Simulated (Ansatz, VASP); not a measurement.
Two plane-wave programs on SiMo3

The input INCAR:

```
PREC = Accurate ; ENCUT = 520
EDIFF = 1E-6 ; ISMEAR = 1
SIGMA = 0.036 ; LREAL = F
LASPH = T ; NELM = 60
ALGO = Normal ; ISIF = 2
LWAVE = F ; LCHARG = T
GGA = PE ; LELF = T
LVHAR = T ; NBANDS = 56
```

File KPOINTS:

```
Automatic mesh
0
Gamma
  5 5 5
```

The input POSCAR:

```
SiMo3
1.0
    4.8612537700      0.0000000000      0.0000000000
    0.0000000000      4.8612537700      0.0000000000
    0.0000000000      0.0000000000      4.8612537700
Mo Si
6 2
Direct
    0.2500000000      0.0000000000      0.5000000000
    0.5000000000      0.7500000000      0.0000000000
    0.7500000000      0.0000000000      0.5000000000
    0.5000000000      0.2500000000      0.0000000000
    0.0000000000      0.5000000000      0.7500000000
    0.0000000000      0.5000000000      0.2500000000
    0.0000000000      0.0000000000      0.0000000000
    0.5000000000      0.5000000000      0.5000000000
```

Input for Ansatz:

```yaml
crystal:
  lattice:
    - [4.86125377, 0.0, 0.0]
    - [0.0, 4.86125377, 0.0]
    - [0.0, 0.0, 4.86125377]
  atoms:
    - { symbol: Mo, position: [0.25, 0.0, 0.5] }
    - { symbol: Mo, position: [0.5, 0.75, 0.0] }
    - { symbol: Mo, position: [0.75, 0.0, 0.5] }
    - { symbol: Mo, position: [0.5, 0.25, 0.0] }
    - { symbol: Mo, position: [0.0, 0.5, 0.75] }
    - { symbol: Mo, position: [0.0, 0.5, 0.25] }
    - { symbol: Si, position: [0.0, 0.0, 0.0] }
    - { symbol: Si, position: [0.5, 0.5, 0.5] }
  symmetry: { tolerance: 0.0003 }
kpoints:
  mp_grid: { grid: [5, 5, 5], shift: [0, 0, 0] }
  band_path:
    path:
      - [0.0, 0.0, 0.0]
      - [0.0, 0.5, 0.0]
      - [0.5, 0.5, 0.0]
      - [0.0, 0.0, 0.0]
      - [0.5, 0.5, 0.5]
      - [0.0, 0.5, 0.0]
      - [0.5, 0.5, 0.5]
      - [0.5, 0.5, 0.0]
    npoints: 8
magnetization:
  spin_polarized: false
scf:
  occupations: { method: cold, width: 0.036 }
  lower_state_search: "off"
  max_iter: 200
hamiltonian:
  pseudopotentials: { kind: paw }
  xc: pbe
basis:
  ecutwfc: 420
  fft_grid_basis: typed
output:
  forces: true
  stress: true
  eigenvalues: true
  bader: true
  populations: true
  elf: true
  write_potential: true
  volumetric_format: npy
  dos:
    e_range: [-12, 8]
    de: 0.05
    projected: { site_lists: { Mo: [Mo], Si: [Si] } }
checkpoint:
  read: saved_state
```

Alike in both runs: task single point; functional PBE; k mesh 5 × 5 × 5; no spin polarisation.

|  | VASP | Ansatz |
| --- | --- | --- |
| version | VASP 6.6.1 | Ansatz 0.2.0 |
| potentials or method | VASP PAW PBE potentials, release 64 (Mo_sv, Si), cutoff 520 eV | PAW plane waves |
| occupations | methfessel-paxton of order 1, width 0.036 eV | cold, width 0.036 eV |
| valence electrons in the cell | 92 | 92 |

Ansatz gave:

| Item | Value |
| --- | --- |
| pressure (GPa) | 6.6 |

Task: Estimate VASP's values.

Result: Pressure (GPa): 7.1.
